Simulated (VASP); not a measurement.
A run of VASP 6.6.1:

Contents of INCAR:

```
PREC = Accurate
ENCUT = 520
EDIFF = 1E-6
ISMEAR = -1
SIGMA = 0.15
LREAL = False
LASPH = True
NELM = 60
ALGO = Normal
ISIF = 2
LWAVE = False
LCHARG = False
GGA = PE
NBANDS = 23
```

Contents of KPOINTS:

```
regular mesh
0
Gamma
  12 12 12
```

Contents of POSCAR:

```
Ga2O
1.0
    0.0000000000      2.9785093771      2.9785093771
    2.9785093771      0.0000000000      2.9785093771
    2.9785093771      2.9785093771      0.0000000000
Ga O
2 1
Direct
    0.2500000000      0.2500000000      0.2500000000
    0.7500000000      0.7500000000      0.7500000000
    0.0000000000      0.0000000000      0.0000000000
```

Potentials or basis: VASP PAW PBE potentials, release 64 (Ga_d, O).

Run with:

```sh
$ cat potpaw_PBE.64/Ga_d/POTCAR potpaw_PBE.64/O/POTCAR > POTCAR
$ mpirun -np 1 vasp_std > vasp.out
```

Hardware: 1 thread of Intel(R) Xeon(R) 6975P-C (Granite Rapids), with other jobs on the host.

Estimate the wall time of this run.

It took 34 s on 1 thread of Intel(R) Xeon(R) 6975P-C (Granite Rapids), on a shared host, peak memory 0.21 GiB. Counts: scf iterations 16, k points 72.
